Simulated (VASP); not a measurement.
Here is a VASP 6.6.1 calculation.

File INCAR:

```
ALGO = Normal ; EDIFF = 1E-7
ENCUT = 520 ; GGA = PE
ISIF = 2 ; ISMEAR = 0
IVDW = 12 ; LASPH = T
LCHARG = F ; LREAL = F
LWAVE = F ; NBANDS = 22
NELM = 80 ; PREC = Accurate
SIGMA = 0.05
```

KPOINTS

```
k-points
0
Gamma
  6 6 4
```

The input POSCAR:

```
NaI
1.0
    4.6222093067      0.0000000000      0.0000000000
    0.0000000000      4.2697016003      0.0000000000
    0.0000000000      0.0000000000      7.7983840000
Na I
2 2
Direct
    0.2500000000      0.5000000000      0.2750310000
    0.7500000000      0.5000000000      0.7249690000
    0.2500000000      0.0000000000      0.7424270000
    0.7500000000      0.0000000000      0.2575730000
```

Potentials or basis: VASP PAW PBE potentials, release 64 (Na_pv, I).

Launch:

```bash
$ cat potpaw_PBE.64/Na_pv/POTCAR potpaw_PBE.64/I/POTCAR > POTCAR
$ mpirun -np 1 vasp_std > vasp.out
```

(1) Estimate the largest force.

(2) What does it give for the band gap on the k mesh?

(3) What does it give for the pressure?

(4) What does it give for the dispersion energy per atom?

## Answers

(1) 0.029 eV/Å.

(2) 2.75 eV (least direct gap 2.97 eV).

(3) -0.8 GPa.

(4) -0.219 eV.

Caveat: spin-orbit coupling is left out, which moves the levels of the heavy elements.
